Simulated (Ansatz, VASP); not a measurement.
## N: VASP beside Ansatz

Contents of INCAR:

```
ALGO = Normal
EDIFF = 1E-8
ENCUT = 520
GGA = PS
ISIF = 2
ISMEAR = -1
LASPH = True
LCHARG = False
LEFG = True
LREAL = False
LWAVE = False
NBANDS = 18
NELM = 80
PREC = Accurate
SIGMA = 0.02
```

KPOINTS

```
k-points
0
Gamma
  4 4 4
```

Contents of POSCAR:

```
N
1.0
    5.6490000000      0.0000000000      0.0000000000
    0.0000000000      5.6490000000      0.0000000000
    0.0000000000      0.0000000000      5.5360200000
N
4
Direct
    0.0300000000      0.0300000000      0.0300000000
    0.4700000000      0.9700000000      0.5300000000
    0.5300000000      0.4700000000      0.9700000000
    0.9700000000      0.5300000000      0.4700000000
```

Input for Ansatz:

```yaml
crystal:
  lattice:
    - [5.649, 0.0, 0.0]
    - [0.0, 5.649, 0.0]
    - [0.0, 0.0, 5.53602]
  atoms:
    - { symbol: "N", position: [0.03, 0.03, 0.03] }
    - { symbol: "N", position: [0.47, 0.97, 0.53] }
    - { symbol: "N", position: [0.53, 0.47, 0.97] }
    - { symbol: "N", position: [0.97, 0.53, 0.47] }
kpoints:
  mp_grid: { grid: [4, 4, 4] }
scf:
  occupations: { method: fermi_dirac, width: 0.02 }
hamiltonian:
  xc: pbesol
  pseudopotentials: { kind: all_electron, datasets: crystal }
output:
  forces: true
  stress: true
  eigenvalues: true
  efg: { contact_densities: true }
```

Change from the starting cell: zz strain of -2 %, crystal datasets.

Alike in both runs: task electric field gradients; functional PBEsol; k mesh 4 × 4 × 4; occupations fermi-dirac, width 0.02 eV; no spin polarisation.

|  | VASP | Ansatz |
| --- | --- | --- |
| version | VASP 6.6.1 | Ansatz 0.2.0 |
| potentials or method | VASP PAW PBE potentials, release 64 (N), cutoff 520 eV | all-electron PAW with datasets made for the crystal, scalar-relativistic |

```csv
,VASP,Ansatz,Ansatz less VASP
pressure (GPa),-4.4,-4.3,+0.04
"traceless stress, the component that is largest in VASP (GPa)",-0.12,-0.11,0.000
rms of the force components (eV/Å),0.235,0.236,+0.0001
size of Vzz on the site where it differs most (V/Å²),6.2,6.2,-0.08
```

VASP's potentials were made for PBE, not for PBEsol. Atom by atom the forces differ by 0.000 eV/Å (rms over components). Ansatz ran all-electron here, and VASP with PAW potentials.
